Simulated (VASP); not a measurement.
# Li2Se (Fm-3m) in VASP: further runs

Runs on Li2Se. Level: r2SCAN. Tasks: relaxation of the atoms.

All numbers are computed with VASP 6.6.1; they aren't measurements. Logs are shortened: lines on timing, memory, paths and dates and some standing lists are left out, and cuts for length are marked.

## 1. The cell of the first run

The structure is cubic, space group Fm-3m (No. 225). The conventional cell has a = 5.863 Å, b = 5.863 Å, c = 5.863 Å, α = 90.00°, β = 90.00°, γ = 90.00°. Li (site symmetry -43m) has 4 Se at 2.54 Å and 6 Li at 2.93 Å within 3.4 Å. Se (site symmetry m-3m) has 8 Li at 2.54 Å within 3.4 Å.

## 2. Relaxation of the atoms, r2SCAN

POSCAR reads:

```
Li2Se
1.0
    0.0000000000      2.9316871400      2.9316871400
    2.9316871400      0.0000000000      2.9316871400
    2.9316871400      2.9316871400      0.0000000000
Li Se
2 1
Direct
    0.2500000000      0.2500000000      0.2500000000
    0.7500000000      0.7500000000      0.7500000000
    0.0000000000      0.0000000000      0.0000000000
```

INCAR.step1 reads:

```
SYSTEM = Li2Se
PREC = Accurate
ENCUT = 720
ISMEAR = -1
SIGMA = 0.02
LREAL = .FALSE.
LASPH = .TRUE.
NELM = 120
GGA = PE
ALGO = Normal
EDIFF = 1E-5
LWAVE = .TRUE.
LCHARG = .FALSE.
GGA_COMPAT = .FALSE.
IBRION = 2
EDIFFG = -0.01
NELMIN = 4
NSW = 100
```

INCAR.step2 reads:

```
SYSTEM = Li2Se
PREC = Accurate
ENCUT = 720
EDIFF = 1E-7
ISMEAR = -1
SIGMA = 0.02
LREAL = .FALSE.
LASPH = .TRUE.
NELM = 120
ALGO = Normal
ISIF = 2
LWAVE = .FALSE.
LCHARG = .FALSE.
METAGGA = R2SCAN
LMIXTAU = .TRUE.
IBRION = 2
NSW = 50
EDIFFG = -0.01
ISTART = 1
GGA_COMPAT = .FALSE.
NELMIN = 4
```

KPOINTS reads:

```
regular mesh
0
G
  8 8 8
  0 0 0
```

Potentials or basis: VASP PAW PBE potentials, release 64 (Li_sv, Se).

Launch:

```
$ cat potpaw_PBE.64/Li_sv/POTCAR potpaw_PBE.64/Se/POTCAR > POTCAR
$ cp INCAR.step1 INCAR
$ mpirun -np 1 vasp_std > vasp.out
$ cp INCAR.step2 INCAR
$ mpirun -np 1 vasp_std > vasp.out
```

OUTCAR:

```text
SYSTEM = Li2Se
   PREC = Accurate
   ENCUT = 720
   EDIFF = 1E-7
   ISMEAR = -1
   LREAL = .FALSE.
   LASPH = .TRUE.
   NELM = 120
   ISIF = 2
   METAGGA = R2SCAN
   IBRION = 2
   NSW = 50
   EDIFFG = -0.01
   ISTART = 1
   NELMIN = 4

 ion  position               nearest neighbor table
   1  0.250  0.250  0.250-   3 2.54   3 2.54   3 2.54   3 2.54
   2  0.750  0.750  0.750-   3 2.54   3 2.54   3 2.54   3 2.54
   3  0.000  0.000  0.000-   2 2.54   2 2.54   2 2.54   1 2.54   1 2.54   1 2.54   2 2.54   1 2.54

  LATTYP: Found a face centered cubic cell.
 ALAT       =     5.8633742800

  Lattice vectors:

 A1 = (   0.0000000000,   2.9316871400,   2.9316871400)
 A2 = (   2.9316871400,   0.0000000000,   2.9316871400)
 A3 = (   2.9316871400,   2.9316871400,   0.0000000000)

Analysis of symmetry for initial positions (statically):
=====================================================================
 Subroutine PRICEL returns:
 Original cell was already a primitive cell.

 Routine SETGRP: Setting up the symmetry group for a
 face centered cubic supercell.

 Subroutine GETGRP returns: Found 48 space group operations
 (whereof 48 operations were pure point group operations)
 out of a pool of 48 trial point group operations.

The static configuration has the point symmetry O_h .

Analysis of symmetry for dynamics (positions and initial velocities):
=====================================================================
 Subroutine PRICEL returns:
 Original cell was already a primitive cell.

 Routine SETGRP: Setting up the symmetry group for a
 face centered cubic supercell.

 Subroutine GETGRP returns: Found 48 space group operations
 (whereof 48 operations were pure point group operations)
 out of a pool of 48 trial point group operations.

The dynamic configuration has the point symmetry O_h .

 Subroutine INISYM returns: Found 48 space group operations
 (whereof 48 operations are pure point group operations),
 and found     1 'primitive' translations

----------------------------------------------------------------------------------------

                                     Primitive cell

  volume of cell :      50.3945

  direct lattice vectors                    reciprocal lattice vectors
     0.000000000  2.931687140  2.931687140    -0.170550259  0.170550259  0.170550259
     2.931687140  0.000000000  2.931687140     0.170550259 -0.170550259  0.170550259
     2.931687140  2.931687140  0.000000000     0.170550259  0.170550259 -0.170550259

  length of vectors
     4.146031714  4.146031714  4.146031714     0.295401713  0.295401713  0.295401713

  position of ions in fractional coordinates (direct lattice)
     0.250000000  0.250000000  0.250000000
     0.750000000  0.750000000  0.750000000
     0.000000000  0.000000000  0.000000000

  ion indices of the primitive-cell ions
   primitive index   ion index
                 1           1
                 2           2
                 3           3

----------------------------------------------------------------------------------------

 KPOINTS: regular mesh

Automatic generation of k-mesh.
 Grid dimensions read from file:
 generate k-points for:    8    8    8

 Generating k-lattice:

  Cartesian coordinates                     Fractional coordinates (reciprocal lattice)
    -0.021318782  0.021318782  0.021318782     0.125000000  0.000000000  0.000000000
     0.021318782 -0.021318782  0.021318782     0.000000000  0.125000000  0.000000000
     0.021318782  0.021318782 -0.021318782     0.000000000  0.000000000  0.125000000

  Length of vectors
     0.036925214  0.036925214  0.036925214

  Shift w.r.t. Gamma in fractional coordinates (k-lattice)
     0.000000000  0.000000000  0.000000000

 Subroutine IBZKPT returns following result:
 ===========================================

 Found     29 irreducible k-points:

 Following reciprocal coordinates:
            Coordinates               Weight
  0.000000  0.000000  0.000000      1.000000
  0.125000  0.000000  0.000000      8.000000
  0.250000  0.000000  0.000000      8.000000
  0.375000  0.000000  0.000000      8.000000
  0.500000  0.000000  0.000000      4.000000
  0.125000  0.125000  0.000000      6.000000
[... 16 lines left out ...]
  0.500000  0.250000  0.125000     48.000000
 -0.375000  0.250000  0.125000     24.000000
 [... further k-points ...]
   k-points           NKPTS =     29   k-points in BZ     NKDIM =     29   number of bands    NBANDS=     10
   number of dos      NEDOS =    301   number of ions     NIONS =      3
   total plane-waves  NPLWV =  46656
   dimension x,y,z NGX =    36 NGY =   36 NGZ =   36
   dimension x,y,z NGXF=    72 NGYF=   72 NGZF=   72
   ions per type =               2   1
   NGX,Y,Z   is equivalent  to a cutoff of  14.44, 14.44, 14.44 a.u.
   NGXF,Y,Z  is equivalent  to a cutoff of  28.87, 28.87, 28.87 a.u.
 SYSTEM =  Li2Se
   PREC   = accura    normal or accurate (medium, high low for compatibility)
   ISTART =      1    job   : 0-new  1-cont  2-samecut
   ICHARG =      0    charge: 1-file 2-atom 10-const
   ISPIN  =      1    spin polarized calculation?
   LNONCOLLINEAR =      F non collinear calculations
   LSORBIT =      F    spin-orbit coupling
   LASPH  =      T    aspherical Exc in radial PAW
   ENCUT  =  720.0 eV  52.92 Ry    7.27 a.u.   9.07  9.07  9.07*2*pi/ulx,y,z
   NELM   =    120;   NELMIN=  4; NELMDL=  0     # of ELM steps
   EDIFF  = 0.1E-06   stopping-criterion for ELM
   LREAL  =      F    real-space projection
   EDIFFG = -.1E-01   stopping-criterion for IOM
   NSW    =     50    number of steps for IOM
   IBRION =      2    ionic relax: 0-MD 1-quasi-New 2-CG
   NFREE  =      1    steps in history (QN), initial steepest desc. (CG)
   ISIF   =      2    stress and relaxation
   ISYM   =      2    0-nonsym 1-usesym 2-fastsym
   POTIM  = 0.5000    time-step for ionic-motion
   TEBEG  =    0.0;   TEEND  =   0.0 temperature during run
   PSTRESS=    0.0 pullay stress
   NELECT =      12.0000    total number of electrons
   NUPDOWN=      -1.0000    fix difference up-down
   EMIN   =  10.00;   EMAX   =-10.00  energy-range for DOS
   EFERMI =   0.00;   METHOD = LEGACY
   ISMEAR =    -1;   SIGMA  =   0.02  broadening in eV -4-tet -1-fermi 0-gaus
   EFERMI_NEDOS =   21; number of points for ismear=-14 and -15
   IALGO  =     38    algorithm
   IMIX   =      4    mixing-type and parameters
     AMIX     =   0.40;   BMIX     =  1.00
     AMIX_MAG =   1.60;   BMIX_MAG =  1.00
  volume/ion in A,a.u.               =      16.80       113.36
  Fermi-wavevector in a.u.,A,eV,Ry     =   1.014708  1.917520 14.008990  1.029632
  Thomas-Fermi vector in A             =   2.147951
   LORBIT       =      0    0 simple, 1 ext, 2 COOP (PROOUT), +10 PAW based schemes
   METAGGA = R2SCAN    functional components
   LHFCALC =     F    Hartree Fock is set to
   AEXX    =    0.0000 exact exchange contribution
   IVDW    =     0    specifies the selected vdW correction
   LEPSILON=     F    determine dielectric tensor
   LRPA    =     F    only Hartree local field effects (RPA)
 conjugate gradient relaxation of ions
 non-spin polarized calculation
  energy-cutoff  :      720.00
  volume of cell :       50.39
 maximum number of plane-waves:      2229
   NGX = 19   NGY = 19   NGZ = 19

 number of electron      12.0000003 magnetization

 Free energy of the ion-electron system (eV)
  ---------------------------------------------------
  ext. energy  EPLUGINS =         0.00000000
  ---------------------------------------------------
  free energy    TOTEN  =       -23.41863204 eV

  energy without entropy =      -23.41863204  energy(sigma->0) =      -23.41863204

 E-fermi :   1.6377     XC(G=0):  -8.9039

 val. band max:        1.1229082419   @ k =   0.0000   0.0000   0.0000
 cond. band min:       4.5290056429   @ k =   0.5000   0.5000   0.0000
 fundamental gap:      3.4060974010
 Fermi energy:         1.6376889665

 k-point     1 :       0.0000    0.0000    0.0000
  band No.  band energies     occupation
      1     -44.9305      2.00000
      2     -44.8997      2.00000
      3     -10.8490      2.00000
      4       1.1229      2.00000
      5       1.1229      2.00000
      6       1.1229      2.00000
      7       5.5995      0.00000
      8       7.4635      0.00000
      9       7.4635      0.00000
     10       7.4635      0.00000

 k-point     2 :       0.1250    0.0000    0.0000
  band No.  band energies     occupation
      1     -44.9292      2.00000
      2     -44.9008      2.00000
      3     -10.7918      2.00000
      4       0.4495      2.00000
      5       1.0218      2.00000
      6       1.0218      2.00000
      7       6.0685      0.00000
      8       7.7175      0.00000
      9       7.7175      0.00000
     10       7.9114      0.00000

 k-point     3 :       0.2500    0.0000    0.0000
  band No.  band energies     occupation
      1     -44.9257      2.00000
      2     -44.9039      2.00000
      3     -10.6457      2.00000
      4      -0.7458      2.00000
      5       0.8041      2.00000
      6       0.8041      2.00000
      7       6.7109      0.00000
      8       8.0365      0.00000
      9       8.0365      0.00000
     10       8.9828      0.00000

 k-point     4 :       0.3750    0.0000    0.0000
  band No.  band energies     occupation
      1     -44.9204      2.00000
      2     -44.9087      2.00000
      3     -10.4860      2.00000
      4      -1.6748      2.00000
      5       0.6152      2.00000
      6       0.6152      2.00000
      7       7.1901      0.00000
      8       7.8832      0.00000
      9       7.8832      0.00000
     10       9.8045      0.00000

 k-point     5 :       0.5000    0.0000    0.0000
  band No.  band energies     occupation
      1     -44.9144      2.00000
      2     -44.9144      2.00000
      3     -10.4152      2.00000
      4      -2.0181      2.00000
      5       0.5436      2.00000
      6       0.5436      2.00000
      7       7.3881      0.00000
      8       7.7493      0.00000
      9       7.7493      0.00000
     10      10.0571      0.00000

 k-point     6 :       0.1250    0.1250    0.0000
  band No.  band energies     occupation
      1     -44.9289      2.00000
      2     -44.9011      2.00000
      3     -10.7729      2.00000
      4       0.5709      2.00000
      5       0.8136      2.00000
      6       0.8136      2.00000
      7       6.2093      0.00000
      8       7.5791      0.00000
      9       8.0440      0.00000
     10       8.0440      0.00000
[... 183 lines left out ...]
 k-point    21 :       0.5000    0.5000    0.0000
  band No.  band energies     occupation
      1     -44.9194      2.00000
      2     -44.9091      2.00000
      3     -10.2848      2.00000
      4      -1.2970      2.00000
      5      -0.4662      2.00000
      6      -0.4662      2.00000
      7       4.5290      0.00000
      8       8.2927      0.00000
      9      12.9496      0.00000
     10      12.9496      0.00000

 k-point    22 :       0.3750    0.2500    0.1250
  band No.  band energies     occupation
      1     -44.9234      2.00000
      2     -44.9058      2.00000
      3     -10.5350      2.00000
      4      -0.8817      2.00000
      5       0.0029      2.00000
      6       0.5315      2.00000
      7       6.7542      0.00000
      8       8.3412      0.00000
      9       8.3852      0.00000
     10       9.6007      0.00000

 k-point    23 :       0.5000    0.2500    0.1250
  band No.  band energies     occupation
      1     -44.9192      2.00000
      2     -44.9097      2.00000
      3     -10.4041      2.00000
      4      -1.4560      2.00000
      5      -0.2556      2.00000
      6       0.2638      2.00000
      7       7.0146      0.00000
      8       8.0540      0.00000
      9       9.3285      0.00000
     10       9.9177      0.00000

 k-point    24 :      -0.3750    0.2500    0.1250
  band No.  band energies     occupation
      1     -44.9144      2.00000
      2     -44.9143      2.00000
      3     -10.3468      2.00000
      4      -1.7031      2.00000
      5      -0.2800      2.00000
      6       0.1014      2.00000
      7       7.1477      0.00000
      8       7.8911      0.00000
      9       9.7809      0.00000
     10      10.5749      0.00000

 [... further k-points ...]

------------------------ aborting loop because EDIFF is reached ----------------------------------------

  FORCE on cell =-STRESS in cart. coord.  units (eV):
  Direction    XX          YY          ZZ          XY          YZ          ZX
  --------------------------------------------------------------------------------------
  -------------------------------------------------------------------------------------
  Total        0.7303855      0.7303855      0.7303855     -0.0000000      0.0000000      0.0000000
  in kB       23.2209442     23.2209442     23.2209442     -0.0000000      0.0000000      0.0000000
  external PRESSURE =      23.2209442 kB  Pullay stress =       0.0000000 kB

 VOLUME and BASIS-vectors are now :
 -----------------------------------------------------------------------------
  energy-cutoff  :      720.00
  volume of cell :       50.39
      direct lattice vectors                 reciprocal lattice vectors
     0.000000000  2.931687140  2.931687140    -0.170550259  0.170550259  0.170550259
     2.931687140  0.000000000  2.931687140     0.170550259 -0.170550259  0.170550259
     2.931687140  2.931687140  0.000000000     0.170550259  0.170550259 -0.170550259

 POSITION                                       TOTAL-FORCE (eV/Angst)
 -----------------------------------------------------------------------------------
      1.46584      1.46584      1.46584         0.000000      0.000000      0.000000
      4.39753      4.39753      4.39753        -0.000000     -0.000000     -0.000000
      0.00000      0.00000      0.00000         0.000000     -0.000000      0.000000
 -----------------------------------------------------------------------------------
    total drift:                                0.000000      0.000000      0.000000

  FREE ENERGIE OF THE ION-ELECTRON SYSTEM (eV)
  ---------------------------------------------------
  free  energy   TOTEN  =       -23.4186320405 eV

  energy  without entropy=      -23.4186320405  energy(sigma->0) =      -23.41863204

 reached required accuracy - stopping structural energy minimisation
```

Run time: 43 s. Hardware: 1 thread of Intel Xeon 6975P-C (Granite Rapids), shared host; peak memory 0.22 GiB.

Results:

```yaml
Free_energy: -23.4186 eV
Pressure_after_relaxing: 2.3 GPa
Band_gap_on_the_k_mesh: 3.41 eV (least direct gap 4.48 eV)
```

Final structure:
```
Li Se
1.0
     0.00000    2.93169    2.93169
     2.93169    0.00000    2.93169
     2.93169    2.93169    0.00000
Li Se
2 1
Direct
  0.25000 0.25000 0.25000
  0.75000 0.75000 0.75000
  0.00000 0.00000 0.00000
```

Levels at points of the mesh, in eV from the valence-band top:
| k point | band 2 | band 3 | band 4 | band 5 | band 6 | band 7 | band 8 | band 9 | band 10 |
| --- | --- | --- | --- | --- | --- | --- | --- | --- | --- |
| (0.00, 0.00, 0.00) | -46.02 | -11.97 | 0.00 | 0.00 | 0.00 | 4.48 | 6.34 | 6.34 | 6.34 |
| (0.50, 0.00, 0.00) | -46.04 | -11.54 | -3.14 | -0.58 | -0.58 | 6.27 | 6.63 | 6.63 | 8.93 |
| (0.50, 0.50, 0.00) | -46.03 | -11.41 | -2.42 | -1.59 | -1.59 | 3.41 | 7.17 | 11.83 | 11.83 |

Caveat: the relaxation stopped at its first step, so nothing moved; the PAW data sets were made with another functional, which shifts forces and pressure a little. A k mesh can miss the band edges.

## 3. Relaxation of the atoms, r2SCAN

This run uses another cell than the first one, of 17.16 Å³/atom.

POSCAR reads:

```
Li2Se
1.0
    0.0000000000      2.9523335100      2.9523335100
    2.9523335100      0.0000000000      2.9523335100
    2.9523335100      2.9523335100      0.0000000000
Li Se
2 1
Direct
    0.2500000000      0.2500000000      0.2500000000
    0.7500000000      0.7500000000      0.7500000000
    0.0000000000      0.0000000000      0.0000000000
```

INCAR.step1 reads:

```
SYSTEM = Li2Se
ALGO = Normal
EDIFF = 1E-5
EDIFFG = -0.01
ENCUT = 720
GGA = PE
GGA_COMPAT = .False.
IBRION = 2
ISMEAR = -1
LASPH = .True.
LCHARG = .False.
LREAL = .False.
LWAVE = .True.
NELM = 120
NELMIN = 4
NSW = 100
PREC = Accurate
SIGMA = 0.02
```

INCAR.step2 reads:

```
SYSTEM = Li2Se
ALGO = Normal
EDIFF = 1E-7
EDIFFG = -0.01
ENCUT = 720
GGA_COMPAT = .False.
IBRION = 2
ISIF = 2
ISMEAR = -1
ISTART = 1
LASPH = .True.
LCHARG = .False.
LMIXTAU = .True.
LREAL = .False.
LWAVE = .False.
METAGGA = R2SCAN
NELM = 120
NELMIN = 4
NSW = 50
PREC = Accurate
SIGMA = 0.02
```

KPOINTS reads:

```
k-points
0
Gamma
  8 8 8
  0 0 0
```

Potentials or basis: VASP PAW PBE potentials, release 64 (Li_sv, Se).

Launch:

```
$ cat potpaw_PBE.64/Li_sv/POTCAR potpaw_PBE.64/Se/POTCAR > POTCAR
$ cp INCAR.step1 INCAR
$ mpirun -np 1 vasp_std > vasp.out
$ cp INCAR.step2 INCAR
$ mpirun -np 1 vasp_std > vasp.out
```

Run time: 71 s. Hardware: 1 thread of Intel Xeon 6975P-C (Granite Rapids), shared host; peak memory 0.26 GiB.

Results (log left out):

```yaml
Free_energy: -23.4307 eV
Pressure_after_relaxing: 1.4 GPa
Band_gap_on_the_k_mesh: 3.42 eV (least direct gap 4.37 eV)
```

Final structure:
```xyz
3
Lattice="0.0000 2.9523 2.9523 2.9523 0.0000 2.9523 2.9523 2.9523 0.0000" Properties=species:S:1:pos:R:3 pbc="T T T"
Li    1.4762    1.4762    1.4762
Li    4.4285    4.4285    4.4285
Se    0.0000    0.0000    0.0000
```

Levels at points of the mesh, in eV from the valence-band top:
| k point | band 3 | band 4 | band 5 | band 6 | band 7 | band 8 | band 9 | band 10 |
| --- | --- | --- | --- | --- | --- | --- | --- | --- |
| (0.00, 0.00, 0.00) | -11.91 | 0.00 | 0.00 | 0.00 | 4.37 | 6.33 | 6.33 | 6.33 |
| (0.50, 0.00, 0.00) | -11.49 | -3.06 | -0.56 | -0.56 | 6.17 | 6.62 | 6.62 | 8.84 |
| (0.50, 0.50, 0.00) | -11.37 | -2.37 | -1.54 | -1.54 | 3.42 | 7.11 | 11.67 | 11.67 |

Caveat: the relaxation stopped at its first step, so nothing moved; the PAW data sets were made with another functional, which shifts forces and pressure a little. A k mesh can miss the band edges.

## 4. Relaxation of the atoms, r2SCAN

This run uses another cell than the first one, of 17.51 Å³/atom.

POSCAR reads:

```
Li2Se
1.0
    0.0000000000      2.9726950700      2.9726950700
    2.9726950700      0.0000000000      2.9726950700
    2.9726950700      2.9726950700      0.0000000000
Li Se
2 1
Direct
    0.2500000000      0.2500000000      0.2500000000
    0.7500000000      0.7500000000      0.7500000000
    0.0000000000      0.0000000000      0.0000000000
```

INCAR.step1 reads:

```
PREC = Accurate
ENCUT = 720
ISMEAR = -1
SIGMA = 0.02
LREAL = F
LASPH = T
NELM = 120
GGA = PE
ALGO = Normal
EDIFF = 1E-5
LWAVE = T
LCHARG = F
GGA_COMPAT = F
IBRION = 2
EDIFFG = -0.01
NELMIN = 4
NSW = 100
```

INCAR.step2 reads:

```
PREC = Accurate
ENCUT = 720
EDIFF = 1E-7
ISMEAR = -1
SIGMA = 0.02
LREAL = F
LASPH = T
NELM = 120
ALGO = Normal
ISIF = 2
LWAVE = F
LCHARG = F
METAGGA = R2SCAN
LMIXTAU = T
IBRION = 2
NSW = 50
EDIFFG = -0.01
ISTART = 1
GGA_COMPAT = F
NELMIN = 4
```

KPOINTS reads:

```
regular mesh
0
Gamma
  8 8 8
```

Launch:

```
$ cat potpaw_PBE.64/Li_sv/POTCAR potpaw_PBE.64/Se/POTCAR > POTCAR
$ cp INCAR.step1 INCAR
$ mpirun -np 1 vasp_std > vasp.out
$ cp INCAR.step2 INCAR
$ mpirun -np 1 vasp_std > vasp.out
```

It took 3.6 min on 1 thread of Oxide Virtual Turin-like, shared host; peak memory 0.23 GiB.

It converged, with:

| Quantity | Value |
| --- | --- |
| Free energy | -23.4380 eV |
| Pressure after relaxing | 0.6 GPa |
| Band gap on the k mesh | 3.44 eV (least direct gap 4.28 eV) |

Final structure:
```
Li Se
1.0
     0.00000    2.97270    2.97270
     2.97270    0.00000    2.97270
     2.97270    2.97270    0.00000
Li Se
2 1
Direct
  0.25000 0.25000 0.25000
  0.75000 0.75000 0.75000
  0.00000 0.00000 0.00000
```

Levels at points of the mesh, in eV from the valence-band top:
```tsv
k point	band 4	band 5	band 6	band 7	band 8	band 9
(0.00, 0.00, 0.00)	0.00	0.00	0.00	4.28	6.32	6.32
(0.50, 0.00, 0.00)	-2.99	-0.55	-0.55	6.08	6.61	6.61
(0.50, 0.50, 0.00)	-2.32	-1.50	-1.50	3.44	7.06	11.52
```

Caveat: the relaxation stopped at its first step, so nothing moved; the PAW data sets were made with another functional, which shifts forces and pressure a little.

(Part 1 of 2 ends here.)
